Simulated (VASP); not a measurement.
Write the native input for VASP 6.6.1 that does the following.

```
Task                   : single point
Functional             : LDA
Potentials or basis    : VASP PAW LDA potentials, release 64 (Li_sv, Zn)
Cutoff                 : 520 eV
k mesh                 : 6 × 6 × 6
Occupations            : methfessel-paxton, width 0.15 eV
Spin                   : no spin polarisation
Dipole correction      : no
Further INCAR settings : ALGO = Normal; EDIFF = 1e-06; NBANDS = 28
```

The structure of LiZn3 lies in POSCAR:

```
LiZn3
1.0
    0.0000000000      2.9462937634      2.9462937634
    2.9462937634      0.0000000000      2.9462937634
    2.9462937634      2.9462937634      0.0000000000
Li Zn
1 3
Direct
    0.0000000000      0.0000000000      0.0000000000
    0.2500000000      0.2500000000      0.2500000000
    0.7500000000      0.7500000000      0.7500000000
    0.5000000000      0.5000000000      0.5000000000
```

These files were run (other wordings do the same):

INCAR

```
SYSTEM = LiZn3
ALGO     = Normal         ! electronic algorithm
EDIFF    = 1E-6           ! SCF threshold, eV
ENCUT    = 520            ! plane-wave cutoff, eV
GGA      = CA             ! functional
ISIF     = 2              ! what is computed and relaxed
ISMEAR   = 1              ! smearing method
LASPH    = .TRUE.         ! aspherical terms in the spheres
LCHARG   = .TRUE.         ! write CHGCAR
LELF     = .TRUE.         ! ELF
LREAL    = .FALSE.        ! projectors in reciprocal space
LVHAR    = .TRUE.       
LWAVE    = .FALSE.        ! write WAVECAR
NBANDS   = 28             ! bands
NELM     = 60             ! most SCF steps
PREC     = Accurate       ! precision mode
SIGMA    = 0.15           ! smearing width, eV
```

KPOINTS

```
k-points
0
G
  6 6 6
  0 0 0
```

Potentials or basis: VASP PAW LDA potentials, release 64 (Li_sv, Zn).

The run is started by

```bash
$ cat potpaw_LDA.64/Li_sv/POTCAR potpaw_LDA.64/Zn/POTCAR > POTCAR
$ mpirun -np 1 vasp_std > vasp.out
```

It gave:

```json
{"Band gap on the k mesh": "zero (an odd number of electrons rules out a gap without spin polarisation)"}
```

Wall time 49 s on 1 thread of AMD EPYC 7R13, on a shared host, peak memory 0.13 GiB.
